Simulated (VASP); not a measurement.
# Al6N in VASP: a series of runs

The runs below take Al6N through single point, with PBE.

Everything below comes from runs of VASP 6.6.1. Logs are shortened: lines on timing, memory, paths and dates and some standing lists are left out, and cuts for length are marked.

**1. The cell of the first run**

The cell holds a slab with vacuum, 14 atoms: a = 5.714 Å, b = 5.714 Å, c = 22.175 Å, α = 90.00°, β = 90.00°, γ = 90.00°.

**2. Single point, PBE**

INCAR reads:

```
PREC     = Accurate       # precision mode
ENCUT    = 520            # plane-wave cutoff, eV
EDIFF    = 1E-6           # SCF threshold, eV
ISMEAR   = 0              # smearing method
SIGMA    = 0.1            # smearing width, eV
LREAL    = F              # projectors in reciprocal space
LASPH    = T              # aspherical terms in the spheres
NELM     = 80             # most SCF steps
ALGO     = Normal         # electronic algorithm
ISIF     = 2              # what is computed and relaxed
LWAVE    = F              # write WAVECAR
LCHARG   = T              # write CHGCAR
LDIPOL   = T            
IDIPOL   = 3            
DIPOL    = 0.5 0.5 0.297
GGA      = PE             # functional
LELF     = T              # ELF
LVHAR    = T            
LVACPOTAV= T            
NBANDS   = 36             # bands
```

KPOINTS reads:

```
Automatic mesh
0
Gamma
  5 5 1
```

POSCAR reads:

```
Al6N
1.0
    5.7143028096      0.0000000000      0.0000000000
    0.0000000000      5.7143028096      0.0000000000
    0.0000000000      0.0000000000     22.1750227687
Al N
12 2
Direct
    0.2500000000      0.2500000000      0.1803831293
    0.2500000000      0.7500000000      0.1803831293
    0.7500000000      0.2500000000      0.1803831293
    0.7500000000      0.7500000000      0.1803831293
    0.0000000000      0.0000000000      0.2744094920
    0.0000000000      0.5000000000      0.2744094920
    0.5000000000      0.0000000000      0.2744094920
    0.5000000000      0.5000000000      0.2744094920
    0.2500000000      0.2500000000      0.3686590473
    0.2500000000      0.7500000000      0.3686590473
    0.7500000000      0.2500000000      0.3686590473
    0.7500000000      0.7500000000      0.3686590473
    0.3075880756      0.5000000000      0.4335969739
    0.6924119244      0.5000000000      0.4335969739
```

Potentials or basis: VASP PAW PBE potentials, release 64 (Al, N).

Run with:

```sh
$ cat potpaw_PBE.64/Al/POTCAR potpaw_PBE.64/N/POTCAR > POTCAR
$ mpirun -np 1 vasp_std > vasp.out
```

OUTCAR:

```text
PREC = Accurate
   ENCUT = 520
   EDIFF = 1E-6
   ISMEAR = 0
   LREAL = F
   LASPH = T
   NELM = 80
   ISIF = 2
   GGA = PE

 ion  position               nearest neighbor table
   1  0.250  0.250  0.180-   2 2.86   3 2.86   2 2.86   3 2.86   7 2.90   8 2.90   5 2.90   6 2.90

   2  0.250  0.750  0.180-   1 2.86   4 2.86   1 2.86   4 2.86   7 2.90   8 2.90   5 2.90   6 2.90

   3  0.750  0.250  0.180-   1 2.86   4 2.86   4 2.86   1 2.86   7 2.90   8 2.90   5 2.90   6 2.90
[... 4 lines left out ...]
                            11 2.91  12 2.91   9 2.91  10 2.91
   6  0.000  0.500  0.274-   5 2.86   8 2.86   5 2.86   8 2.86   1 2.90   2 2.90   3 2.90   4 2.90
                            11 2.91  12 2.91   9 2.91  10 2.91
   7  0.500  0.000  0.274-   5 2.86   8 2.86   8 2.86   5 2.86   1 2.90   2 2.90   3 2.90   4 2.90
                            11 2.91  12 2.91   9 2.91  10 2.91
   8  0.500  0.500  0.274-   6 2.86   7 2.86   7 2.86   6 2.86   1 2.90   2 2.90   3 2.90   4 2.90
                            11 2.91  12 2.91   9 2.91  10 2.91
   9  0.250  0.250  0.369-  13 2.05  11 2.86  10 2.86  10 2.86  11 2.86   6 2.91   7 2.91   8 2.91
                             5 2.91
  10  0.250  0.750  0.369-  13 2.05  12 2.86   9 2.86   9 2.86  12 2.86   6 2.91   7 2.91   8 2.91
                             5 2.91
  11  0.750  0.250  0.369-  14 2.05  12 2.86   9 2.86  12 2.86   9 2.86   6 2.91   7 2.91   8 2.91
                             5 2.91
  12  0.750  0.750  0.369-  14 2.05  11 2.86  10 2.86  11 2.86  10 2.86   6 2.91   7 2.91   8 2.91
                             5 2.91
  13  0.308  0.500  0.434-   9 2.05  10 2.05
  14  0.692  0.500  0.434-  11 2.05  12 2.05

  LATTYP: Found a simple tetragonal cell.
 ALAT       =     5.7143028096
 C/A-ratio  =     3.8806173750

  Lattice vectors:

 A1 = (   5.7143028096,   0.0000000000,   0.0000000000)
 A2 = (   0.0000000000,   5.7143028096,   0.0000000000)
 A3 = (   0.0000000000,   0.0000000000,  22.1750227687)

Analysis of symmetry for initial positions (statically):
=====================================================================
 Subroutine PRICEL returns:
 Original cell was already a primitive cell.

 Routine SETGRP: Setting up the symmetry group for a
 simple tetragonal supercell.

 Subroutine GETGRP returns: Found  4 space group operations
 (whereof  4 operations were pure point group operations)
 out of a pool of 16 trial point group operations.

The static configuration has the point symmetry C_2v.

Analysis of symmetry for dynamics (positions and initial velocities):
=====================================================================
 Subroutine PRICEL returns:
 Original cell was already a primitive cell.

 Routine SETGRP: Setting up the symmetry group for a
 simple tetragonal supercell.

 Subroutine GETGRP returns: Found  4 space group operations
 (whereof  4 operations were pure point group operations)
 out of a pool of 16 trial point group operations.

The dynamic configuration has the point symmetry C_2v.

 Subroutine INISYM returns: Found  4 space group operations
 (whereof  4 operations are pure point group operations),
 and found     1 'primitive' translations

----------------------------------------------------------------------------------------

                                     Primitive cell

  volume of cell :     724.0867

  direct lattice vectors                    reciprocal lattice vectors
     5.714302810  0.000000000  0.000000000     0.174999476  0.000000000  0.000000000
     0.000000000  5.714302810  0.000000000     0.000000000  0.174999476  0.000000000
     0.000000000  0.000000000 22.175022769     0.000000000  0.000000000  0.045095782

  length of vectors
     5.714302810  5.714302810 22.175022769     0.174999476  0.174999476  0.045095782

  position of ions in fractional coordinates (direct lattice)
     0.250000000  0.250000000  0.180383129
     0.250000000  0.750000000  0.180383129
     0.750000000  0.250000000  0.180383129
     0.750000000  0.750000000  0.180383129
     0.000000000  0.000000000  0.274409492
     0.000000000  0.500000000  0.274409492
     0.500000000  0.000000000  0.274409492
     0.500000000  0.500000000  0.274409492
     0.250000000  0.250000000  0.368659047
     0.250000000  0.750000000  0.368659047
     0.750000000  0.250000000  0.368659047
     0.750000000  0.750000000  0.368659047
     0.307588076  0.500000000  0.433596974
     0.692411924  0.500000000  0.433596974
[... 40 lines left out ...]
 ===========================================

 Found      9 irreducible k-points:

 Following reciprocal coordinates:
            Coordinates               Weight
  0.000000  0.000000  0.000000      1.000000
  0.200000  0.000000  0.000000      2.000000
  0.000000  0.200000  0.000000      2.000000
  0.400000  0.000000  0.000000      2.000000
  0.000000  0.400000  0.000000      2.000000
  0.200000  0.200000  0.000000      4.000000
  0.400000  0.200000  0.000000      4.000000
 -0.200000  0.400000  0.000000      4.000000
  0.400000  0.400000  0.000000      4.000000
   k-points           NKPTS =      9   k-points in BZ     NKDIM =      9   number of bands    NBANDS=     36
   number of dos      NEDOS =    301   number of ions     NIONS =     14
   total plane-waves  NPLWV = 296352
   dimension x,y,z NGX =    42 NGY =   42 NGZ =  168
   dimension x,y,z NGXF=    84 NGYF=   84 NGZF=  336
   ions per type =              12   2
   NGX,Y,Z   is equivalent  to a cutoff of  12.22, 12.22, 12.59 a.u.
   NGXF,Y,Z  is equivalent  to a cutoff of  24.44, 24.44, 25.19 a.u.
 SYSTEM =  unknown system
   PREC   = accura    normal or accurate (medium, high low for compatibility)
   ISTART =      0    job   : 0-new  1-cont  2-samecut
   ICHARG =      2    charge: 1-file 2-atom 10-const
   ISPIN  =      1    spin polarized calculation?
   LNONCOLLINEAR =      F non collinear calculations
   LSORBIT =      F    spin-orbit coupling
   LASPH  =      T    aspherical Exc in radial PAW
   ENCUT  =  520.0 eV  38.22 Ry    6.18 a.u.  10.62 10.62 41.23*2*pi/ulx,y,z
   NELM   =     80;   NELMIN=  2; NELMDL= -5     # of ELM steps
   EDIFF  = 0.1E-05   stopping-criterion for ELM
   LREAL  =      F    real-space projection
   EDIFFG = 0.1E-04   stopping-criterion for IOM
   NSW    =      0    number of steps for IOM
   IBRION =     -1    ionic relax: 0-MD 1-quasi-New 2-CG
   NFREE  =      0    steps in history (QN), initial steepest desc. (CG)
   ISIF   =      2    stress and relaxation
   ISYM   =      2    0-nonsym 1-usesym 2-fastsym
   POTIM  = 0.5000    time-step for ionic-motion
   TEBEG  =    0.0;   TEEND  =   0.0 temperature during run
   PSTRESS=    0.0 pullay stress
   NELECT =      46.0000    total number of electrons
   NUPDOWN=      -1.0000    fix difference up-down
   EMIN   =  10.00;   EMAX   =-10.00  energy-range for DOS
   EFERMI =   0.00;   METHOD = LEGACY
   ISMEAR =     0;   SIGMA  =   0.10  broadening in eV -4-tet -1-fermi 0-gaus
   EFERMI_NEDOS =   21; number of points for ismear=-14 and -15
   IALGO  =     38    algorithm
   IMIX   =      4    mixing-type and parameters
     AMIX     =   0.40;   BMIX     =  1.00
     AMIX_MAG =   1.60;   BMIX_MAG =  1.00
  volume/ion in A,a.u.               =      51.72       349.03
  Fermi-wavevector in a.u.,A,eV,Ry     =   0.653227  1.234419  5.805675  0.426705
  Thomas-Fermi vector in A             =   1.723399
   LORBIT       =      0    0 simple, 1 ext, 2 COOP (PROOUT), +10 PAW based schemes
   GGA     = PE    functional components
   LHFCALC =     F    Hartree Fock is set to
   AEXX    =    0.0000 exact exchange contribution
   IVDW    =     0    specifies the selected vdW correction
   LEPSILON=     F    determine dielectric tensor
   LRPA    =     F    only Hartree local field effects (RPA)
 non-spin polarized calculation
 Gauss-broadening in eV      SIGMA  =   0.10
  energy-cutoff  :      520.00
  volume of cell :      724.09
 maximum number of plane-waves:     19529
   NGX = 21   NGY = 21   NGZ = 83

 dipolmoment           0.000000      0.000000     -0.090237 electrons x Angstroem

 number of electron      46.0000001 magnetization

 dipolmoment           0.000000      0.000000      0.387155 electrons x Angstroem

 Free energy of the ion-electron system (eV)
  ---------------------------------------------------
  ext. energy  EPLUGINS =         0.00000000
  ---------------------------------------------------
  free energy    TOTEN  =       -55.06128122 eV

  energy without entropy =      -55.01132447  energy(sigma->0) =      -55.03630285

 E-fermi :  -1.5199     XC(G=0):  -3.9338

 val. band max:       -1.5217317817   @ k =   0.4000   0.2000   0.0000
 cond. band min:      -1.5162072643   @ k =   0.0000   0.2000   0.0000
 fundamental gap:      0.0055245174
 Fermi energy:        -1.5199290926

 k-point     1 :       0.0000    0.0000    0.0000
  band No.  band energies     occupation
      1     -15.2632      2.00000
      2     -13.6267      2.00000
      3     -11.4890      2.00000
      4      -9.2135      2.00000
      5      -7.2888      2.00000
      6      -7.1485      2.00000
[... 331 lines left out ...]
     34       1.3463      0.00000
     35       1.5877      0.00000
 [bands above 35 left out]

------------------------ aborting loop because EDIFF is reached ----------------------------------------

  FORCE on cell =-STRESS in cart. coord.  units (eV):
  Direction    XX          YY          ZZ          XY          YZ          ZX
  --------------------------------------------------------------------------------------
  -------------------------------------------------------------------------------------
  Total       -7.9756330    -13.9592395     -9.2146414      0.0000000      0.0000000      0.0000000
  in kB      -17.6475805    -30.8874293    -20.3891183      0.0000000      0.0000000      0.0000000
  external PRESSURE =     -22.9747094 kB  Pullay stress =       0.0000000 kB

 VOLUME and BASIS-vectors are now :
 -----------------------------------------------------------------------------
  energy-cutoff  :      520.00
  volume of cell :      724.09
      direct lattice vectors                 reciprocal lattice vectors
     5.714302810  0.000000000  0.000000000     0.174999476  0.000000000  0.000000000
     0.000000000  5.714302810  0.000000000     0.000000000  0.174999476  0.000000000
     0.000000000  0.000000000 22.175022769     0.000000000  0.000000000  0.045095782

 POSITION                                       TOTAL-FORCE (eV/Angst)
 -----------------------------------------------------------------------------------
      1.42858      1.42858      4.00000         0.020533      0.042647      0.074587
      1.42858      4.28573      4.00000         0.020533     -0.042647      0.074587
      4.28573      1.42858      4.00000        -0.020533      0.042647      0.074587
      4.28573      4.28573      4.00000        -0.020533     -0.042647      0.074587
      0.00000      0.00000      6.08504         0.000000      0.000000      0.063927
      0.00000      2.85715      6.08504         0.000000      0.000000     -0.007112
      2.85715      0.00000      6.08504         0.000000      0.000000      0.196417
      2.85715      2.85715      6.08504         0.000000      0.000000     -0.134233
      1.42858      1.42858      8.17502         0.144318      0.857134      1.233894
      1.42858      4.28573      8.17502         0.144318     -0.857134      1.233894
      4.28573      1.42858      8.17502        -0.144318      0.857134      1.233894
      4.28573      4.28573      8.17502        -0.144318     -0.857134      1.233894
      1.75765      2.85715      9.61502         1.042288      0.000000     -2.676461
      3.95665      2.85715      9.61502        -1.042288     -0.000000     -2.676461
 -----------------------------------------------------------------------------------
    total drift:                                0.000000      0.000000     -0.000535

  FREE ENERGIE OF THE ION-ELECTRON SYSTEM (eV)
  ---------------------------------------------------
  free  energy   TOTEN  =       -55.0612812172 eV

  energy  without entropy=      -55.0113244736  energy(sigma->0) =      -55.03630285

 vacuum level on the upper side and lower side of the slab         4.991         2.846
```

Wall time 7.1 min (1 thread of Intel Xeon 6975P-C (Granite Rapids), shared host); peak memory 0.67 GiB.

Results:

```yaml
Free_energy: -55.0613 eV
Largest_force: 2.872 eV/Å
Band_gap_on_the_k_mesh: zero (bands 23 and 24 overlap by 0.58 eV)
```

Forces on the atoms (eV/Å):
```
Al   0.021  0.043  0.075
Al   0.021 -0.043  0.075
Al  -0.021  0.043  0.075
Al  -0.021 -0.043  0.075
Al   0.000  0.000  0.064
Al   0.000  0.000 -0.007
Al   0.000  0.000  0.196
Al   0.000  0.000 -0.134
Al   0.144  0.857  1.234
Al   0.144 -0.857  1.234
Al  -0.144  0.857  1.234
Al  -0.144 -0.857  1.234
N    1.042  0.000 -2.676
N   -1.042  0.000 -2.676
```

**3. Single point, PBE**

INCAR reads:

```
SYSTEM = Al6N
  PREC = Accurate
  ENCUT = 520
  EDIFF = 1E-6
  ISMEAR = 0
  SIGMA = 0.1
  LREAL = .False.
  LASPH = .True.
  NELM = 60
  ALGO = Normal
  ISIF = 2
  LWAVE = .False.
  LCHARG = .False.
  LDIPOL = .True.
  IDIPOL = 3
  DIPOL = 0.5 0.5 0.295
  GGA = PE
  NBANDS = 36
```

KPOINTS reads:

```
Automatic mesh
0
Gamma
  5 5 1
  0 0 0
```

Changes to POSCAR since step 2:

```diff
@@ -20,3 +20,3 @@
     0.7500000000      0.7500000000      0.3686590473
-    0.3075880756      0.5000000000      0.4335969739
-    0.6924119244      0.5000000000      0.4335969739
+    0.2738131767      0.5000000000      0.4191663236
+    0.7261868233      0.5000000000      0.4191663236
```

Potentials or basis: VASP PAW PBE potentials, release 64 (Al, N).

Run with:

```sh
$ cat potpaw_PBE.64/Al/POTCAR potpaw_PBE.64/N/POTCAR > POTCAR
$ mpirun -np 1 vasp_std > vasp.out
```

Wall time 7.4 min (1 thread of Intel Xeon 6975P-C (Granite Rapids), shared host); peak memory 0.66 GiB.

Results (log left out):

| Item | Value |
| --- | --- |
| Free energy | -55.9353 eV |
| Largest force | 0.436 eV/Å |
| Band gap on the k mesh | zero (bands 23 and 24 overlap by 0.55 eV) |

Forces on the atoms (eV/Å):
```
Al   0.003 -0.045  0.015
Al   0.003  0.045  0.015
Al  -0.003 -0.045  0.015
Al  -0.003  0.045  0.015
Al   0.000  0.000  0.169
Al   0.000  0.000 -0.311
Al   0.000  0.000  0.211
Al   0.000  0.000 -0.365
Al  -0.081 -0.387  0.185
Al  -0.081  0.387  0.185
Al   0.081 -0.387  0.185
Al   0.081  0.387  0.185
N    0.198  0.000 -0.250
N   -0.198  0.000 -0.250
```

Levels at points of the mesh, in eV from the Fermi level:
| k point | band 19 | band 20 | band 21 | band 22 | band 23 | band 24 | band 25 | band 26 | band 27 | band 28 |
| --- | --- | --- | --- | --- | --- | --- | --- | --- | --- | --- |
| (0.00, 0.00, 0.00) | -1.13 | -1.04 | -0.95 | -0.47 | -0.31 | -0.29 | 0.06 | 0.57 | 0.67 | 0.80 |

**4. Single point, PBE**

INCAR reads:

```
PREC = Accurate
ENCUT = 520
EDIFF = 1E-7
ISMEAR = 0
SIGMA = 0.1
LREAL = False
LASPH = True
NELM = 60
ALGO = Normal
ISIF = 2
LWAVE = False
LCHARG = False
LDIPOL = True
IDIPOL = 3
DIPOL = 0.5 0.5 0.299
GGA = PE
NBANDS = 36
```

KPOINTS reads:

```
regular mesh
0
Gamma
  5 5 1
```

Changes to POSCAR since step 3:

```diff
@@ -20,3 +20,3 @@
     0.7500000000      0.7500000000      0.3686590473
-    0.2738131767      0.5000000000      0.4191663236
-    0.7261868233      0.5000000000      0.4191663236
+    0.2738131767      0.5000000000      0.4480276242
+    0.7261868233      0.5000000000      0.4480276242
```

Run with:

```sh
$ cat potpaw_PBE.64/Al/POTCAR potpaw_PBE.64/N/POTCAR > POTCAR
$ mpirun -np 1 vasp_std > vasp.out
```

Wall time 7 min (1 thread of Intel Xeon 6975P-C (Granite Rapids), shared host); peak memory 0.72 GiB.

It converged, with:

* Free energy: -52.6047 eV
* Largest force: 3.837 eV/Å
* Band gap on the k mesh: zero (bands 23 and 24 overlap by 0.36 eV)

Forces on the atoms (eV/Å):
```
Al   0.014  0.114  0.082
Al   0.014 -0.114  0.082
Al  -0.014  0.114  0.082
Al  -0.014 -0.114  0.082
Al   0.000  0.000  0.132
Al   0.000  0.000  0.106
Al   0.000  0.000  0.176
Al   0.000  0.000  0.083
Al   0.112  1.096  1.681
Al   0.112 -1.096  1.681
Al  -0.112  1.096  1.681
Al  -0.112 -1.096  1.681
N    0.693  0.000 -3.774
N   -0.693  0.000 -3.774
```

Levels at points of the mesh, in eV from the Fermi level:
| k point | band 21 | band 22 | band 23 | band 24 | band 25 | band 26 |
| --- | --- | --- | --- | --- | --- | --- |
| (0.00, 0.00, 0.00) | -0.72 | -0.46 | -0.35 | -0.26 | 0.03 | 0.31 |

**5. Single point, PBE**

INCAR reads:

```
SYSTEM = Al6N
ALGO = Normal ; DIPOL = 0.5 0.5 0.293
EDIFF = 1E-6 ; ENCUT = 520
GGA = PE ; IDIPOL = 3
ISIF = 2 ; ISMEAR = 0
LASPH = .True. ; LCHARG = .True.
LDIPOL = .True. ; LELF = .True.
LREAL = .False. ; LVACPOTAV = .True.
LVHAR = .True. ; LWAVE = .False.
NBANDS = 36 ; NELM = 80
PREC = Accurate ; SIGMA = 0.1
```

KPOINTS reads:

```
k-points
0
Gamma
  5 5 1
  0 0 0
```

Changes to POSCAR since step 4:

```diff
@@ -20,3 +20,3 @@
     0.7500000000      0.7500000000      0.3686590473
-    0.2738131767      0.5000000000      0.4480276242
-    0.7261868233      0.5000000000      0.4480276242
+    0.2375007853      0.5000000000      0.4047356732
+    0.7624992147      0.5000000000      0.4047356732
```

Run with:

```sh
$ cat potpaw_PBE.64/Al/POTCAR potpaw_PBE.64/N/POTCAR > POTCAR
$ mpirun -np 1 vasp_std > vasp.out
```

Wall time 8.5 min (1 thread of Intel Xeon 6975P-C (Granite Rapids), shared host); peak memory 0.67 GiB.

Results (log left out):

```yaml
Free_energy: -54.7739 eV
Largest_force: 4.682 eV/Å
Band_gap_on_the_k_mesh: zero (bands 23 and 24 overlap by 0.68 eV)
```

Forces in eV/Å, atoms in the order of the input:
```
Al   0.011 -0.047 -0.001
Al   0.011  0.047 -0.001
Al  -0.011 -0.047 -0.001
Al  -0.011  0.047 -0.001
Al   0.000  0.000  0.230
Al   0.000  0.000 -0.416
Al   0.000  0.000  0.184
Al   0.000  0.000 -0.429
Al   0.234 -4.284 -1.874
Al   0.234  4.284 -1.874
Al  -0.234 -4.284 -1.874
Al  -0.234  4.284 -1.874
N   -0.218  0.000  3.967
N    0.218  0.000  3.967
```

Levels at points of the mesh, in eV from the Fermi level:
```
           k point  band 21  band 22  band 23  band 24  band 25  band 26
(0.00, 0.00, 0.00)    -0.69    -0.43    -0.28    -0.25     0.09     0.11
```

**6. The runs side by side**

```csv
cell,gap on the mesh (eV),largest force (eV/Å)
"as given, atomic positions A",none,2.87
"as given, atomic positions B",none,0.44
"as given, atomic positions C",none,3.84
"as given, atomic positions D",none,4.68
```

Alike in all rows: task single point; level PBE; potentials or basis VASP PAW PBE potentials, release 64 (Al, N); no spin polarisation; k mesh 5 × 5 × 1; cutoff (eV) 520; smearing gaussian 0.1 eV.

Absolute energies hang on the potentials; compare differences alone.
